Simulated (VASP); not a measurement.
# W (Im-3m) in VASP: notebook

Runs on W. Level: revPBE. Tasks: relaxation of cell and atoms, single point.

Everything below comes from runs of VASP 6.6.1. Logs are shortened: lines on timing, memory, paths and dates and some standing lists are left out, and cuts for length are marked.

### 1 The cell of the first run

The structure is cubic, space group Im-3m (No. 229). The conventional cell has a = 3.165 Å, b = 3.165 Å, c = 3.165 Å, α = 90.00°, β = 90.00°, γ = 90.00°. Within 3.6 Å of W (site symmetry m-3m) lie 14 W at 2.74 to 3.16 Å.

### 2 Relaxation of cell and atoms, revPBE

Contents of INCAR:

```
ALGO = Normal ; EDIFF = 1E-6
EDIFFG = -0.01 ; ENCUT = 600
GGA = RE ; IBRION = 2
ISIF = 3 ; ISMEAR = -1
LASPH = T ; LCHARG = F
LREAL = F ; LWAVE = F
NELM = 80 ; NSW = 80
PREC = Accurate ; SIGMA = 0.1
```

Contents of KPOINTS:

```
k-points
0
Gamma
  14 14 14
```

Contents of POSCAR:

```
W
1.0
   -1.5823400000      1.5823400000      1.5823400000
    1.5823400000     -1.5823400000      1.5823400000
    1.5823400000      1.5823400000     -1.5823400000
W
1
Direct
    0.0000000000      0.0000000000      0.0000000000
```

Potentials or basis: VASP PAW PBE potentials, release 64 (W_sv).

Command:

```
$ cat potpaw_PBE.64/W_sv/POTCAR > POTCAR
$ mpirun -np 1 vasp_std > vasp.out
```

OUTCAR:

```text
EDIFF = 1E-6
   EDIFFG = -0.01
   ENCUT = 600
   GGA = RE
   IBRION = 2
   ISIF = 3
   ISMEAR = -1
   LASPH = T
   LREAL = F
   NELM = 80
   NSW = 80
   PREC = Accurate

 ion  position               nearest neighbor table
   1  0.000  0.000  0.000-

  LATTYP: Found a body centered cubic cell.
 ALAT       =     3.1646800000

  Lattice vectors:

 A1 = (  -1.5823400000,   1.5823400000,   1.5823400000)
 A2 = (   1.5823400000,  -1.5823400000,   1.5823400000)
 A3 = (   1.5823400000,   1.5823400000,  -1.5823400000)

Analysis of symmetry for initial positions (statically):
=====================================================================
 Subroutine PRICEL returns:
 Original cell was already a primitive cell.

 Routine SETGRP: Setting up the symmetry group for a
 body centered cubic supercell.

 Subroutine GETGRP returns: Found 48 space group operations
 (whereof 48 operations were pure point group operations)
 out of a pool of 48 trial point group operations.

The static configuration has the point symmetry O_h .

Analysis of symmetry for dynamics (positions and initial velocities):
=====================================================================
 Subroutine PRICEL returns:
 Original cell was already a primitive cell.

 Routine SETGRP: Setting up the symmetry group for a
 body centered cubic supercell.

 Subroutine GETGRP returns: Found 48 space group operations
 (whereof 48 operations were pure point group operations)
 out of a pool of 48 trial point group operations.

The dynamic configuration has the point symmetry O_h .

 Subroutine INISYM returns: Found 48 space group operations
 (whereof 48 operations are pure point group operations),
 and found     1 'primitive' translations

----------------------------------------------------------------------------------------

                                     Primitive cell

  volume of cell :      15.8475

  direct lattice vectors                    reciprocal lattice vectors
    -1.582340000  1.582340000  1.582340000     0.000000000  0.315987714  0.315987714
     1.582340000 -1.582340000  1.582340000     0.315987714  0.000000000  0.315987714
     1.582340000  1.582340000 -1.582340000     0.315987714  0.315987714  0.000000000

  length of vectors
     2.740693275  2.740693275  2.740693275     0.446874111  0.446874111  0.446874111

  position of ions in fractional coordinates (direct lattice)
     0.000000000  0.000000000  0.000000000

  ion indices of the primitive-cell ions
   primitive index   ion index
                 1           1

----------------------------------------------------------------------------------------

 KPOINTS: k-points

Automatic generation of k-mesh.
 Grid dimensions read from file:
 generate k-points for:   14   14   14

 Generating k-lattice:

  Cartesian coordinates                     Fractional coordinates (reciprocal lattice)
     0.000000000  0.022570551  0.022570551     0.071428571  0.000000000  0.000000000
     0.022570551  0.000000000  0.022570551     0.000000000  0.071428571  0.000000000
     0.022570551  0.022570551  0.000000000     0.000000000  0.000000000  0.071428571

  Length of vectors
     0.031919579  0.031919579  0.031919579

  Shift w.r.t. Gamma in fractional coordinates (k-lattice)
     0.000000000  0.000000000  0.000000000

 Subroutine IBZKPT returns following result:
 ===========================================

 Found    104 irreducible k-points:

 Following reciprocal coordinates:
            Coordinates               Weight
  0.000000  0.000000  0.000000      1.000000
  0.071429  0.000000  0.000000     12.000000
  0.142857  0.000000  0.000000     12.000000
  0.214286  0.000000  0.000000     12.000000
  0.285714  0.000000  0.000000     12.000000
  0.357143  0.000000  0.000000     12.000000
[... 16 lines left out ...]
  0.285714  0.285714  0.000000     24.000000
  0.357143  0.285714  0.000000     24.000000
 [... further k-points ...]
   k-points           NKPTS =    104   k-points in BZ     NKDIM =    104   number of bands    NBANDS=     11
   number of dos      NEDOS =    301   number of ions     NIONS =      1
   total plane-waves  NPLWV =  13824
   dimension x,y,z NGX =    24 NGY =   24 NGZ =   24
   dimension x,y,z NGXF=    48 NGYF=   48 NGZF=   48
   ions per type =               1
   NGX,Y,Z   is equivalent  to a cutoff of  14.56, 14.56, 14.56 a.u.
   NGXF,Y,Z  is equivalent  to a cutoff of  29.12, 29.12, 29.12 a.u.
 SYSTEM =  unknown system
   PREC   = accura    normal or accurate (medium, high low for compatibility)
   ISTART =      0    job   : 0-new  1-cont  2-samecut
   ICHARG =      2    charge: 1-file 2-atom 10-const
   ISPIN  =      1    spin polarized calculation?
   LNONCOLLINEAR =      F non collinear calculations
   LSORBIT =      F    spin-orbit coupling
   LASPH  =      T    aspherical Exc in radial PAW
   ENCUT  =  600.0 eV  44.10 Ry    6.64 a.u.   5.47  5.47  5.47*2*pi/ulx,y,z
   NELM   =     80;   NELMIN=  2; NELMDL= -5     # of ELM steps
   EDIFF  = 0.1E-05   stopping-criterion for ELM
   LREAL  =      F    real-space projection
   EDIFFG = -.1E-01   stopping-criterion for IOM
   NSW    =     80    number of steps for IOM
   IBRION =      2    ionic relax: 0-MD 1-quasi-New 2-CG
   NFREE  =      1    steps in history (QN), initial steepest desc. (CG)
   ISIF   =      3    stress and relaxation
   ISYM   =      2    0-nonsym 1-usesym 2-fastsym
   POTIM  = 0.5000    time-step for ionic-motion
   TEBEG  =    0.0;   TEEND  =   0.0 temperature during run
   PSTRESS=    0.0 pullay stress
   NELECT =      14.0000    total number of electrons
   NUPDOWN=      -1.0000    fix difference up-down
   EMIN   =  10.00;   EMAX   =-10.00  energy-range for DOS
   EFERMI =   0.00;   METHOD = LEGACY
   ISMEAR =    -1;   SIGMA  =   0.10  broadening in eV -4-tet -1-fermi 0-gaus
   EFERMI_NEDOS =   21; number of points for ismear=-14 and -15
   IALGO  =     38    algorithm
   IMIX   =      4    mixing-type and parameters
     AMIX     =   0.40;   BMIX     =  1.00
     AMIX_MAG =   1.60;   BMIX_MAG =  1.00
  volume/ion in A,a.u.               =      15.85       106.94
  Fermi-wavevector in a.u.,A,eV,Ry     =   1.570837  2.968451 33.572756  2.467528
  Thomas-Fermi vector in A             =   2.672510
   LORBIT       =      0    0 simple, 1 ext, 2 COOP (PROOUT), +10 PAW based schemes
   GGA     = RE    functional components
   LHFCALC =     F    Hartree Fock is set to
   AEXX    =    0.0000 exact exchange contribution
   IVDW    =     0    specifies the selected vdW correction
   LEPSILON=     F    determine dielectric tensor
   LRPA    =     F    only Hartree local field effects (RPA)
 conjugate gradient relaxation of ions
 non-spin polarized calculation
  energy-cutoff  :      600.00
  volume of cell :       15.85
 maximum number of plane-waves:       546
 NGX is ok and might be reduce to    24
   NGX = 11   NGY = 11   NGZ = 11

--------------------------------------- Ionic step        1  -------------------------------------------

 number of electron      14.0000002 magnetization

 Free energy of the ion-electron system (eV)
  ---------------------------------------------------
  ext. energy  EPLUGINS =         0.00000000
  ---------------------------------------------------
  free energy    TOTEN  =       -12.50394687 eV

  energy without entropy =      -12.48504797  energy(sigma->0) =      -12.49449742

------------------------ aborting loop because EDIFF is reached ----------------------------------------

  FORCE on cell =-STRESS in cart. coord.  units (eV):
  Direction    XX          YY          ZZ          XY          YZ          ZX
  --------------------------------------------------------------------------------------
  -------------------------------------------------------------------------------------
  Total        0.9097041      0.9097041      0.9097041      0.0000000      0.0000000      0.0000000
  in kB       91.9710892     91.9710892     91.9710892      0.0000000      0.0000000      0.0000000
  external PRESSURE =      91.9710892 kB  Pullay stress =       0.0000000 kB

 VOLUME and BASIS-vectors are now :
 -----------------------------------------------------------------------------
  energy-cutoff  :      600.00
  volume of cell :       15.85
      direct lattice vectors                 reciprocal lattice vectors
    -1.582340000  1.582340000  1.582340000     0.000000000  0.315987714  0.315987714
     1.582340000 -1.582340000  1.582340000     0.315987714  0.000000000  0.315987714
     1.582340000  1.582340000 -1.582340000     0.315987714  0.315987714  0.000000000

 POSITION                                       TOTAL-FORCE (eV/Angst)
 -----------------------------------------------------------------------------------
      0.00000      0.00000      0.00000        -0.000000     -0.000000     -0.000000
 -----------------------------------------------------------------------------------
    total drift:                               -0.000000      0.000000      0.000000

  FREE ENERGIE OF THE ION-ELECTRON SYSTEM (eV)
  ---------------------------------------------------
  free  energy   TOTEN  =       -12.5039468676 eV

  energy  without entropy=      -12.4850479723  energy(sigma->0) =      -12.49449742

--------------------------------------- Ionic step        2  -------------------------------------------

 number of electron      14.0000003 magnetization

 E-fermi :   9.7521     XC(G=0): -12.8867

 val. band max:        9.7059607874   @ k =  -0.2857   0.2857   0.2857
 cond. band min:       9.7635194054   @ k =   0.5000   0.5000   0.2143
 fundamental gap:      0.0575586181
 Fermi energy:         9.7520685668

 k-point     1 :       0.0000    0.0000    0.0000
  band No.  band energies     occupation
      1     -64.6687      2.00000
      2     -28.3791      2.00000
      3     -28.3791      2.00000
      4     -28.3791      2.00000
      5       0.8225      2.00000
      6       8.6957      1.99995
      7       8.6957      1.99995
      8       8.6957      1.99995
      9      11.7027      0.00000
     10      11.7027      0.00000
     11      23.9173      0.00000

 k-point     2 :       0.0714    0.0000    0.0000
  band No.  band energies     occupation
      1     -64.6650      2.00000
      2     -28.4225      2.00000
      3     -28.3931      2.00000
      4     -28.3791      2.00000
      5       1.0340      2.00000
      6       8.5736      1.99998
      7       8.6670      1.99996
      8       8.8959      1.99962
      9      11.5213      0.00000
     10      11.7062      0.00000
     11      24.0812      0.00000
[... 365 lines left out ...]
 POSITION                                       TOTAL-FORCE (eV/Angst)
 -----------------------------------------------------------------------------------
      0.00000      0.00000      0.00000        -0.000000      0.000000     -0.000000
 -----------------------------------------------------------------------------------
    total drift:                               -0.000000     -0.000000      0.000000

  FREE ENERGIE OF THE ION-ELECTRON SYSTEM (eV)
  ---------------------------------------------------
  free  energy   TOTEN  =       -12.5170383171 eV

  energy  without entropy=      -12.4987960468  energy(sigma->0) =      -12.50791718

--------------------------------------- Ionic step        4  -------------------------------------------

 number of electron      14.0000002 magnetization

 Free energy of the ion-electron system (eV)
  ---------------------------------------------------
  ext. energy  EPLUGINS =         0.00000000
  ---------------------------------------------------
  free energy    TOTEN  =       -12.51706195 eV

  energy without entropy =      -12.49879647  energy(sigma->0) =      -12.50792921

 E-fermi :  11.1396     XC(G=0): -13.4399

 val. band max:       11.1109357888   @ k =   0.5000   0.5000   0.2143
 cond. band min:      11.1768371276   @ k =  -0.4286   0.5000   0.2857
 fundamental gap:      0.0659013388
 Fermi energy:        11.1395828573

 k-point     1 :       0.0000    0.0000    0.0000
  band No.  band energies     occupation
      1     -63.1592      2.00000
      2     -26.7593      2.00000
      3     -26.7593      2.00000
      4     -26.7593      2.00000
      5       1.6137      2.00000
      6       9.9097      1.99999
      7       9.9097      1.99999
      8       9.9097      1.99999
      9      13.2953      0.00000
     10      13.2954      0.00000
     11      25.5183      0.00000

 k-point     2 :       0.0714    0.0000    0.0000
  band No.  band energies     occupation
      1     -63.1535      2.00000
      2     -26.8214      2.00000
      3     -26.7789      2.00000
      4     -26.7596      2.00000
      5       1.8513      2.00000
      6       9.7665      2.00000
      7       9.8749      1.99999
      8      10.1387      1.99991
      9      13.0745      0.00000
     10      13.2975      0.00000
     11      25.7161      0.00000
[... 330 lines left out ...]
 POSITION                                       TOTAL-FORCE (eV/Angst)
 -----------------------------------------------------------------------------------
      0.00000      0.00000      0.00000        -0.000000      0.000000      0.000000
 -----------------------------------------------------------------------------------
    total drift:                                0.000000     -0.000000     -0.000000

  FREE ENERGIE OF THE ION-ELECTRON SYSTEM (eV)
  ---------------------------------------------------
  free  energy   TOTEN  =       -12.5170619463 eV

  energy  without entropy=      -12.4987964702  energy(sigma->0) =      -12.50792921

 reached required accuracy - stopping structural energy minimisation
```

It took 91 s on 1 thread of AMD EPYC 7R13, shared host; peak memory 0.13 GiB.

What came out:

```
Free energy                            : -12.5171 eV
Relaxed volume                         : 16.32 Å³/atom
Relaxed cell                           : a = 2.768 Å, b = 2.768 Å, c = 2.768 Å, α = 109.47°, β = 109.47°, γ = 109.47°
Space group after relaxing (to 0.05 Å) : Im-3m (No. 229)
Energy gained by relaxing              : 13.1 meV/atom
Ionic steps                            : 4
Pressure after relaxing                : 0.0 GPa
Band gap on the k mesh                 : zero (band 7 reaches 16.04 eV, above the bottom of band 8 at 9.91 eV)
```

Step by step:
```
step  energy change (eV)  largest force (eV/Å)  pressure (GPa)  volume (Å³)
   1              0.0000                0.0000            9.20        15.85
   2              0.1268                0.0000          -24.00        18.03
   3             -0.0131                0.0000           -0.36        16.34
   4             -0.0131                0.0000           -0.02        16.32
```

Final structure:
```cif
data_structure
_symmetry_space_group_name_H-M 'P 1'
_symmetry_Int_Tables_number 1
_cell_length_a 2.7675
_cell_length_b 2.7675
_cell_length_c 2.7675
_cell_angle_alpha 109.471
_cell_angle_beta 109.471
_cell_angle_gamma 109.471
_cell_volume 16.32
loop_
_atom_site_label
_atom_site_type_symbol
_atom_site_fract_x
_atom_site_fract_y
_atom_site_fract_z
_atom_site_occupancy
W1 W 0.00000 0.00000 0.00000 1
```

Levels at points of the mesh, in eV from the Fermi level:
| k point | band 5 | band 6 | band 7 | band 8 | band 9 | band 10 |
| --- | --- | --- | --- | --- | --- | --- |
| (0.00, 0.00, 0.00) | -9.53 | -1.23 | -1.23 | -1.23 | 2.16 | 2.16 |
| (0.50, 0.00, 0.00) | -6.14 | -3.48 | 0.51 | 2.03 | 2.98 | 5.84 |
| (0.50, 0.50, 0.50) | -5.65 | -5.65 | 4.91 | 4.91 | 4.91 | 7.95 |

Caveat: the PAW data sets were made with another functional, which shifts forces and pressure a little; spin-orbit coupling is left out, which moves the levels of the heavy elements.

### 3 Single point, revPBE (volume scaled by 0.88)

Contents of INCAR:

```
PREC = Accurate
ENCUT = 520
EDIFF = 1E-6
ISMEAR = -1
SIGMA = 0.1
LREAL = False
LASPH = True
NELM = 80
ALGO = Normal
ISIF = 2
LWAVE = False
LCHARG = False
GGA = RE
NBANDS = 13
```

Contents of KPOINTS:

```
Automatic mesh
0
Gamma
  23 23 23
```

Contents of POSCAR:

```
W
1.0
   -1.5303425562      1.5303425562      1.5303425562
    1.5303425562     -1.5303425562      1.5303425562
    1.5303425562      1.5303425562     -1.5303425562
W
1
Direct
    0.0000000000      0.0000000000      0.0000000000
```

Potentials or basis: VASP PAW PBE potentials, release 64 (W_sv).

Command:

```
$ cat potpaw_PBE.64/W_sv/POTCAR > POTCAR
$ mpirun -np 1 vasp_std > vasp.out
```

Wall time 81 s (1 thread of AMD EPYC 7R13, shared host); peak memory 0.15 GiB.

Results (log left out):

* Free energy: -12.2464 eV
* Pressure: 50.0 GPa
* Band gap on the k mesh: zero (band 7 reaches 18.66 eV, above the bottom of band 8 at 11.61 eV)

Levels at points of the mesh, in eV from the Fermi level:
| k point | band 4 | band 5 | band 6 | band 7 | band 8 | band 9 | band 10 | band 11 |
| --- | --- | --- | --- | --- | --- | --- | --- | --- |
| (0.00, 0.00, 0.00) | -37.49 | -10.21 | -1.43 | -1.43 | -1.43 | 2.49 | 2.49 | 14.68 |

Caveat: the cell differs from its parent crystal (volume scaled by 0.88); the PAW data sets were made with another functional, which shifts forces and pressure a little; spin-orbit coupling is left out, which moves the levels of the heavy elements.

### 4 Single point, revPBE (volume scaled by 0.92)

Contents of INCAR:

```
SYSTEM = W
  PREC = Accurate
  ENCUT = 520
  EDIFF = 1E-7
  ISMEAR = -1
  SIGMA = 0.1
  LREAL = .False.
  LASPH = .True.
  NELM = 80
  ALGO = Normal
  ISIF = 2
  LWAVE = .False.
  LCHARG = .False.
  GGA = RE
  NBANDS = 13
```

Contents of KPOINTS:

```
Automatic mesh
0
Gamma
  23 23 23
  0 0 0
```

Contents of POSCAR:

```
W
1.0
   -1.5531868578      1.5531868578      1.5531868578
    1.5531868578     -1.5531868578      1.5531868578
    1.5531868578      1.5531868578     -1.5531868578
W
1
Direct
    0.0000000000      0.0000000000      0.0000000000
```

Command:

```
$ cat potpaw_PBE.64/W_sv/POTCAR > POTCAR
$ mpirun -np 1 vasp_std > vasp.out
```

Wall time 1.9 min (1 thread of AMD EPYC 7R13, shared host); peak memory 0.15 GiB.

Results (log left out):

| Quantity | Value |
| --- | --- |
| Free energy | -12.4078 eV |
| Pressure | 29.8 GPa |
| Band gap on the k mesh | zero (band 7 reaches 17.65 eV, above the bottom of band 8 at 11.01 eV) |

Levels at points of the mesh, in eV from the Fermi level:
```tsv
k point	band 4	band 5	band 6	band 7	band 8	band 9	band 10	band 11
(0.00, 0.00, 0.00)	-37.61	-9.96	-1.33	-1.33	-1.33	2.40	2.40	14.61
```

Caveat: the cell differs from its parent crystal (volume scaled by 0.92); the PAW data sets were made with another functional, which shifts forces and pressure a little; spin-orbit coupling is left out, which moves the levels of the heavy elements.

### 5 Single point, revPBE (volume scaled by 0.96)

Contents of INCAR:

```
SYSTEM = W
PREC = Accurate
ENCUT = 520
EDIFF = 1E-6
ISMEAR = -1
SIGMA = 0.1
LREAL = .FALSE.
LASPH = .TRUE.
NELM = 80
ALGO = Normal
ISIF = 2
LWAVE = .FALSE.
LCHARG = .FALSE.
GGA = RE
NBANDS = 13
```

Contents of KPOINTS:

```
regular mesh
0
G
  23 23 23
  0 0 0
```

Contents of POSCAR:

```
W
1.0
   -1.5753782396      1.5753782396      1.5753782396
    1.5753782396     -1.5753782396      1.5753782396
    1.5753782396      1.5753782396     -1.5753782396
W
1
Direct
    0.0000000000      0.0000000000      0.0000000000
```

Command:

```
$ cat potpaw_PBE.64/W_sv/POTCAR > POTCAR
$ mpirun -np 1 vasp_std > vasp.out
```

Run time: 80 s. Hardware: 1 thread of AMD EPYC 7R13, shared host; peak memory 0.15 GiB.

The run converged. Its results:

```yaml
Free_energy: -12.4952 eV
Pressure: 13.5 GPa
Band_gap_on_the_k_mesh: zero (band 7 reaches 16.72 eV, above the bottom of band 8 at 10.45 eV)
```

Levels at points of the mesh, in eV from the Fermi level:
```csv
k point,band 4,band 5,band 6,band 7,band 8,band 9,band 10,band 11
"(0.00, 0.00, 0.00)",-37.72,-9.71,-1.24,-1.24,-1.24,2.31,2.31,14.53
```

Caveat: the cell differs from its parent crystal (volume scaled by 0.96); the PAW data sets were made with another functional, which shifts forces and pressure a little; spin-orbit coupling is left out, which moves the levels of the heavy elements.

### 6 Overview

| task | cell | k mesh | cutoff (eV) | gap on the mesh (eV) | pressure (GPa) |
| --- | --- | --- | --- | --- | --- |
| relaxation of cell and atoms | relaxed from a = 2.741 Å, angles 109.5°, 1 atom | 14 × 14 × 14 | 600 | none | 0.0 |
| single point | a = 2.651 Å, angles 109.5°, 1 atom | 23 × 23 × 23 | 520 | none | 50.0 |
| single point | a = 2.690 Å, angles 109.5°, 1 atom | 23 × 23 × 23 | 520 | none | 29.8 |
| single point | a = 2.729 Å, angles 109.5°, 1 atom | 23 × 23 × 23 | 520 | none | 13.5 |

Alike in all rows: level revPBE; potentials or basis VASP PAW PBE potentials, release 64 (W_sv); no spin polarisation; smearing fermi-dirac 0.1 eV.

Caveats: the PAW data sets were made with another functional, which shifts forces and pressure a little; spin-orbit coupling is left out, which moves the levels of the heavy elements.

Total energies depend on the potentials used, so only differences within one code and one set of settings carry meaning.
